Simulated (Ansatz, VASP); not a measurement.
One calculation of CuO, two programs

POSCAR

```
CuO
1.0
    2.8795009639      0.0000000000      0.0000000000
    0.0390727580      2.8792794796      0.0000000000
    0.0174953863      0.0172449008      5.1763391994
Cu O
2 2
Direct
    0.5000000000      0.0000000000      0.5000000000
    0.0000000000      0.5000000000      0.0000000000
    0.0015760300      0.9983282200      0.2501129000
    0.9984239700      0.0016717800      0.7498871000
```

Contents of INCAR.step1:

```
SYSTEM = CuO
  PREC = Accurate
  ENCUT = 900
  ISMEAR = 0
  SIGMA = 0.1
  LREAL = .FALSE.
  LASPH = .TRUE.
  NELM = 200
  ISPIN = 2
  MAGMOM = -0.61 0.61 0 0
  LMAXMIX = 4
  NBANDS = 37
  GGA = PE
  ALGO = Normal
  EDIFF = 1E-5
  LWAVE = .TRUE.
  LCHARG = .FALSE.
  GGA_COMPAT = .FALSE.
```

Contents of INCAR.step2:

```
SYSTEM = CuO
  PREC = Accurate
  ENCUT = 900
  EDIFF = 1E-6
  ISMEAR = 0
  SIGMA = 0.1
  LREAL = .FALSE.
  LASPH = .TRUE.
  NELM = 200
  ALGO = Normal
  ISIF = 2
  LWAVE = .FALSE.
  LCHARG = .FALSE.
  ISPIN = 2
  MAGMOM = -0.61 0.61 0 0
  LORBIT = 11
  LMAXMIX = 4
  METAGGA = R2SCAN
  LMIXTAU = .TRUE.
  NBANDS = 37
  ISTART = 1
  GGA_COMPAT = .FALSE.
```

The input KPOINTS:

```
Automatic mesh
0
G
  1 1 1
  0 0 0
```

Input for Ansatz:

```yaml
crystal:
  lattice:
    - [2.8795009639, 0.0, 0.0]
    - [0.039072758, 2.8792794796, 0.0]
    - [0.0174953863, 0.0172449008, 5.1763391994]
  atoms:
    - { symbol: Cu, position: [0.5, 0.0, 0.5], spin: -0.61 }
    - { symbol: Cu, position: [0.0, 0.5, 0.0], spin: 0.61 }
    - { symbol: O, position: [0.00157603, 0.99832822, 0.2501129] }
    - { symbol: O, position: [0.99842397, 0.00167178, 0.7498871] }
basis:
  ecutwfc: 500
kpoints:
  mp_grid: { grid: [1, 1, 1] }
hamiltonian:
  xc: r2scan
scf:
  occupations: { method: gaussian, width: 0.1 }
output:
  forces: true
  stress: true
  eigenvalues: true
  populations: true
magnetization:
  spin_polarized: true
```

Alike in both runs: task single point; functional r2SCAN; k mesh 1 × 1 × 1; occupations gaussian, width 0.1 eV; collinear spin.

|  | VASP | Ansatz |
| --- | --- | --- |
| version | VASP 6.6.1 | Ansatz 0.2.0 |
| potentials or method | VASP PAW PBE potentials, release 64 (Cu_sv_GW, O), cutoff 900 eV | scalar-relativistic, plane waves, PAW |
| valence electrons in the cell | 50 | 50 |

Ansatz gave:

```
gap on the k mesh at the Fermi level (eV)                     : 1.61
least direct gap on the mesh (eV)                             : 1.61
pressure (GPa)                                                : -2.7
traceless stress, the component that is largest in VASP (GPa) : 17.73
rms of the force components (eV/Å)                            : 0.011
net moment per atom (μB)                                      : 0.00
size of the moment on the site where the two differ most (μB) : 0.43
```

Problem. Estimate VASP's values.

Solution. gap on the k mesh at the Fermi level (eV): 1.63; least direct gap on the mesh (eV): 1.63; pressure (GPa): -2.8; traceless stress, the component that is largest in VASP (GPa): 17.42; rms of the force components (eV/Å): 0.011; net moment per atom (μB): 0.00; size of the moment on the site where the two differ most (μB): 0.41.

VASP's potentials were made for PBE, not for r2SCAN. Site moments also hang on the region over which each program counts them. Atom by atom the forces differ by 0.000 eV/Å (rms over components). Ansatz's warnings: stability check not made.

The k mesh is coarse, so the values compare programs but aren't converged.
